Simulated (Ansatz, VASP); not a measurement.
**One calculation of Sb, two programs**

File POSCAR:

```
Sb
1.0
    2.1706020527      1.2531976795      3.8710910875
   -2.1706020527      1.2531976795      3.8710910875
    0.0000000000     -2.5063953589      3.8710910875
Sb
2
Direct
    0.2313018333      0.2313018333      0.2313018333
    0.7686981667      0.7686981667      0.7686981667
```

INCAR.step1

```
PREC = Accurate
ENCUT = 520
ISMEAR = -1
SIGMA = 0.1
LREAL = False
LASPH = True
NELM = 100
NBANDS = 12
GGA = PE
ALGO = Normal
EDIFF = 1E-4
LWAVE = True
LCHARG = False
```

Contents of INCAR.step2:

```
PREC = Accurate
ENCUT = 520
EDIFF = 1E-6
ISMEAR = -1
SIGMA = 0.1
LREAL = False
LASPH = True
NELM = 100
ALGO = Normal
ISIF = 2
LWAVE = False
LCHARG = True
METAGGA = R2SCAN
LMIXTAU = True
LELF = True
LVHAR = True
NBANDS = 12
ISTART = 1
```

KPOINTS

```
regular mesh
0
Gamma
  3 3 3
```

Input for Ansatz:

```yaml
crystal:
  lattice:
    - [2.1706020527, 1.2531976795, 3.8710910875]
    - [-2.1706020527, 1.2531976795, 3.8710910875]
    - [0.0, -2.5063953589, 3.8710910875]
  atoms:
    - { symbol: Sb, position: [0.2313018333, 0.2313018333, 0.2313018333] }
    - { symbol: Sb, position: [0.7686981667, 0.7686981667, 0.7686981667] }
hamiltonian:
  xc: r2scan
  pseudopotentials:
    kind: paw
    azcp:
      Sb: "pseudopotentials/Sb.paw.azcp"
basis:
  ecutwfc: 500
  fft_grid_basis: typed
kpoints:
  mp_grid: { grid: [3, 3, 3], shift: [0, 0, 0] }
magnetization:
  spin_polarized: false
scf:
  occupations: { method: fermi_dirac, width: 0.1 }
  lower_state_search: "off"
output:
  stress: true
```

Alike in both runs: task single point; functional r2SCAN; k mesh 3 × 3 × 3; occupations fermi-dirac, width 0.1 eV; no spin polarisation.

|  | VASP | Ansatz |
| --- | --- | --- |
| version | VASP 6.6.1 | Ansatz 0.2.0 |
| potentials or method | VASP PAW PBE potentials, release 64 (Sb), cutoff 520 eV | plane waves (500 eV) with PAW, scalar-relativistic |
| valence electrons in the cell | 10 | 30 |

Ansatz gave:

* pressure (GPa): 0.6
* traceless stress, the component that is largest in VASP (GPa): -1.45

**Question.** What did VASP give for the same quantities?

**Answer.** Pressure (GPa): 0.7; traceless stress, the component that is largest in VASP (GPa): -1.49.

VASP's potentials were made for PBE, not for r2SCAN. VASP's potentials hold 10 valence electrons a cell and Ansatz's 30, so a difference there can come from the potentials and not from the codes.

The k mesh is coarse, so the values compare programs but aren't converged. Neither program's run includes spin-orbit coupling.
